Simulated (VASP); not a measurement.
# KCl (I4/mmm) in VASP: a series of runs, part 2 of 2

VASP 6.6.1. The steps go on from the part before.

### Step 4. Single point, PBE (strain +0.0350 x Voigt [0, 1, 0, 0, 0, 0])

Input file INCAR:

```
ALGO = Normal ; EDIFF = 1E-6
ENCUT = 520 ; GGA = PE
ISIF = 2 ; ISMEAR = 0
LASPH = True ; LCHARG = False
LREAL = False ; LWAVE = False
NBANDS = 15 ; NELM = 80
PREC = Accurate ; SIGMA = 0.05
```

Input file KPOINTS:

```
k-points
0
Gamma
  6 6 6
```

Input file POSCAR:

```
KCl
1.0
    0.0000000000      3.2665635000      3.1561000000
    3.1561000000      0.0000000000      3.1561000000
    3.1561000000      3.2665635000      0.0000000000
K Cl
1 1
Direct
    0.0000000000      0.0000000000      0.0000000000
    0.5000000000      0.5000000000      0.5000000000
```

Potentials or basis: VASP PAW PBE potentials, release 64 (K_sv, Cl).

Launch:

```console
cat potpaw_PBE.64/K_sv/POTCAR potpaw_PBE.64/Cl/POTCAR > POTCAR
mpirun -np 1 vasp_std > vasp.out
```

OUTCAR:

```text
EDIFF = 1E-6
   ENCUT = 520
   GGA = PE
   ISIF = 2
   ISMEAR = 0
   LASPH = True
   LREAL = False
   NELM = 80
   PREC = Accurate

 ion  position               nearest neighbor table
   1  0.000  0.000  0.000-   2 3.16   2 3.16   2 3.16   2 3.16
   2  0.500  0.500  0.500-   1 3.16   1 3.16   1 3.16   1 3.16

  LATTYP: Found a body centered tetragonal cell.
 ALAT       =     4.4633994242
 C/A-ratio  =     1.4637110371

  Lattice vectors:

 A1 = (   0.0000000000,  -3.2665635000,   3.1561000000)
 A2 = (   0.0000000000,  -3.2665635000,  -3.1561000000)
 A3 = (   3.1561000000,   3.2665635000,   0.0000000000)

Analysis of symmetry for initial positions (statically):
=====================================================================
 Subroutine PRICEL returns:
 Original cell was already a primitive cell.

 Routine SETGRP: Setting up the symmetry group for a
 body centered tetragonal supercell.

 Subroutine GETGRP returns: Found 16 space group operations
 (whereof 16 operations were pure point group operations)
 out of a pool of 16 trial point group operations.

The static configuration has the point symmetry D_4h.

Analysis of symmetry for dynamics (positions and initial velocities):
=====================================================================
 Subroutine PRICEL returns:
 Original cell was already a primitive cell.

 Routine SETGRP: Setting up the symmetry group for a
 body centered tetragonal supercell.

 Subroutine GETGRP returns: Found 16 space group operations
 (whereof 16 operations were pure point group operations)
 out of a pool of 16 trial point group operations.

The dynamic configuration has the point symmetry D_4h.

 Subroutine INISYM returns: Found 16 space group operations
 (whereof 16 operations are pure point group operations),
 and found     1 'primitive' translations

----------------------------------------------------------------------------------------

                                     Primitive cell
[... 121 lines left out ...]
   LRPA    =     F    only Hartree local field effects (RPA)
 non-spin polarized calculation
 Gauss-broadening in eV      SIGMA  =   0.05
  energy-cutoff  :      520.00
  volume of cell :       65.08
 maximum number of plane-waves:      1769
 NGX is ok and might be reduce to    36
   NGX = 17   NGY = 17   NGZ = 17

 number of electron      15.9999999 magnetization

 Free energy of the ion-electron system (eV)
  ---------------------------------------------------
  ext. energy  EPLUGINS =         0.00000000
  ---------------------------------------------------
  free energy    TOTEN  =        -6.80642941 eV

  energy without entropy =       -6.80642941  energy(sigma->0) =       -6.80642941

 E-fermi :  -1.6606     XC(G=0):  -7.3612

 val. band max:       -2.0044900575   @ k =   0.0000   0.0000   0.0000
 cond. band min:       3.0273308108   @ k =   0.0000   0.0000   0.0000
 fundamental gap:      5.0318208683
 Fermi energy:        -1.6605509703

 k-point     1 :       0.0000    0.0000    0.0000
  band No.  band energies     occupation
      1     -29.3130      2.00000
      2     -14.0817      2.00000
      3     -12.7775      2.00000
      4     -12.7716      2.00000
      5     -12.7716      2.00000
      6      -2.0195      2.00000
      7      -2.0045      2.00000
      8      -2.0045      2.00000
      9       3.0273      0.00000
     10       6.2083      0.00000
     11       6.4151      0.00000
     12       6.4151      0.00000
     13       7.1257      0.00000
     14       7.2740      0.00000
[... 401 lines left out ...]
      2     -14.0699      2.00000
      3     -12.8728      2.00000
      4     -12.8389      2.00000
      5     -12.7105      2.00000
      6      -2.5385      2.00000
      7      -2.4249      2.00000
      8      -2.3643      2.00000
      9       5.2244      0.00000
     10       6.8304      0.00000
     11       6.8693      0.00000
     12       7.9774      0.00000
     13       8.9196      0.00000
     14       9.4223      0.00000
     15      10.0936      0.00000

 [... further k-points ...]

------------------------ aborting loop because EDIFF is reached ----------------------------------------

  FORCE on cell =-STRESS in cart. coord.  units (eV):
  Direction    XX          YY          ZZ          XY          YZ          ZX
  --------------------------------------------------------------------------------------
  -------------------------------------------------------------------------------------
  Total        0.1492601     -0.2437190      0.1492601      0.0000000     -0.0000000      0.0000000
  in kB        3.6747841     -6.0003602      3.6747841      0.0000000     -0.0000000      0.0000000
  external PRESSURE =       0.4497360 kB  Pullay stress =       0.0000000 kB

 VOLUME and BASIS-vectors are now :
 -----------------------------------------------------------------------------
  energy-cutoff  :      520.00
  volume of cell :       65.08
      direct lattice vectors                 reciprocal lattice vectors
     0.000000000  3.266563500  3.156100000    -0.158423371  0.153066059  0.158423371
     3.156100000  0.000000000  3.156100000     0.158423371 -0.153066059  0.158423371
     3.156100000  3.266563500  0.000000000     0.158423371  0.153066059 -0.158423371

 POSITION                                       TOTAL-FORCE (eV/Angst)
 -----------------------------------------------------------------------------------
      0.00000      0.00000      0.00000         0.000000      0.000000     -0.000000
      3.15610      3.26656      3.15610        -0.000000     -0.000000      0.000000
 -----------------------------------------------------------------------------------
    total drift:                                0.000000      0.000000      0.000000

  FREE ENERGIE OF THE ION-ELECTRON SYSTEM (eV)
  ---------------------------------------------------
  free  energy   TOTEN  =        -6.8064294148 eV

  energy  without entropy=       -6.8064294148  energy(sigma->0) =       -6.80642941
```

OSZICAR:

```text
N       E                     dE             d eps       ncg     rms          rms(c)
DAV:   1     0.105137493932E+03    0.10514E+03   -0.70800E+03   900   0.949E+02
DAV:   2    -0.173185095358E+00   -0.10531E+03   -0.96149E+02  1170   0.234E+02
DAV:   3    -0.685208394415E+01   -0.66789E+01   -0.66365E+01  1236   0.529E+01
DAV:   4    -0.710947508059E+01   -0.25739E+00   -0.25734E+00  1359   0.921E+00
DAV:   5    -0.711173727070E+01   -0.22622E-02   -0.22622E-02  1278   0.952E-01    0.317E+00
DAV:   6    -0.680873039460E+01    0.30301E+00   -0.44286E-01  1145   0.327E+00    0.258E+00
DAV:   7    -0.679238237099E+01    0.16348E-01   -0.10614E-01  1229   0.181E+00    0.151E+00
DAV:   8    -0.680498253191E+01   -0.12600E-01   -0.16815E-02  1152   0.961E-01    0.181E-01
DAV:   9    -0.680579998183E+01   -0.81745E-03   -0.10932E-03  1180   0.207E-01    0.102E-01
DAV:  10    -0.680642157801E+01   -0.62160E-03   -0.67320E-04   949   0.161E-01    0.231E-02
DAV:  11    -0.680642568730E+01   -0.41093E-05   -0.28082E-05  1309   0.283E-02    0.565E-03
DAV:  12    -0.680642891840E+01   -0.32311E-05   -0.33081E-06   990   0.128E-02    0.397E-03
DAV:  13    -0.680642941485E+01   -0.49645E-06   -0.83827E-07   971   0.523E-03
   1 F= -.68064294E+01 E0= -.68064294E+01  d E =-.741979E-24
```

stdout:

```text
POSCAR found type information on POSCAR K Cl
 POSCAR found :  2 types and       2 ions
 scaLAPACK will be used
 LDA part: xc-table for (Slater+PW92), standard interpolation
 POSCAR, INCAR and KPOINTS ok, starting setup
 FFT: planning ... GRIDC
 FFT: planning ... GRID_SOFT
 FFT: planning ... GRID
 WAVECAR not read
 entering main loop
```

Wall time 39 s (1 thread of Intel Xeon Platinum 8259CL at 2.50GHz (Skylake/Cascade Lake), shared host); peak memory 0.21 GiB.

What came out:

```
Free energy            : -6.8064 eV
Pressure               : 0.0 GPa
Band gap on the k mesh : 5.03 eV
```

Stress tensor (GPa, compression positive):
```
 0.37  0.00  0.00
 0.00 -0.60  0.00
 0.00  0.00  0.37
```

Levels at points of the mesh, in eV from the valence-band top:
```tsv
k point	band 6	band 7	band 8	band 9	band 10	band 11
(0.00, 0.00, 0.00)	-0.01	0.00	0.00	5.03	8.21	8.42
(0.50, 0.00, 0.00)	-0.99	-0.30	-0.30	7.46	8.41	10.35
(0.50, 0.50, 0.00)	-0.62	-0.24	-0.23	6.54	8.16	9.88
(0.50, 0.00, 0.50)	-0.66	-0.19	-0.19	6.59	8.12	9.66
```

Caveat: the cell differs from its parent crystal (strain +0.0350 x Voigt [0, 1, 0, 0, 0, 0]).

### Step 5. Overview

| cell | gap on the mesh (eV) | pressure (GPa) |
| --- | --- | --- |
| a = 4.508, b = 4.463 Å, angles 60.3, 59.3, 60.3°, 2 atoms | 5.08 | 0.3 |
| a = 4.554, b = 4.463 Å, angles 60.7, 58.7, 60.7°, 2 atoms | 5.01 | 0.0 |
| a = 4.542, b = 4.463 Å, angles 60.6, 58.9, 60.6°, 2 atoms | 5.03 | 0.0 |

Alike in all rows: task single point; level PBE; potentials or basis VASP PAW PBE potentials, release 64 (K_sv, Cl); no spin polarisation; k mesh 6 × 6 × 6; cutoff (eV) 520; smearing gaussian 0.05 eV.

Total energies depend on the potentials used, so only differences within one code and one set of settings carry meaning.
